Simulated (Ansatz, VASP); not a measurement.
Ti in VASP and in Ansatz

```
Ti
1.0
     0.00000    1.94571    1.94571
     1.94571    0.00000    1.94571
     1.94571    1.94571    0.00000
Ti
1
Direct
  0.00000 0.00000 0.00000
```

Alike in both runs: task single point; functional LDA; k mesh 22 × 22 × 22; occupations gaussian, width 0.15 eV; no spin polarisation.

|  | VASP | Ansatz |
| --- | --- | --- |
| version | VASP 6.6.1 | Ansatz 0.2.0 |
| potentials or method | VASP PAW LDA potentials, release 64 (Ti_sv), cutoff 520 eV | scalar-relativistic, plane waves, PAW |
| valence electrons in the cell | 12 | 12 |

VASP gave:

```
gap on the k mesh at the Fermi level (eV) : none
pressure (GPa)                            : 11.5
```

Problem. Which values does Ansatz return?

Solution. gap on the k mesh at the Fermi level (eV): none; pressure (GPa): 11.8.

Ansatz warns that its potentials were made for another functional, while VASP's fit it. LDA's correlation is that of Perdew and Zunger in VASP and of Perdew and Wang (1992) in Ansatz. A gap of «none» marks a metal or a gap that the smearing closes.
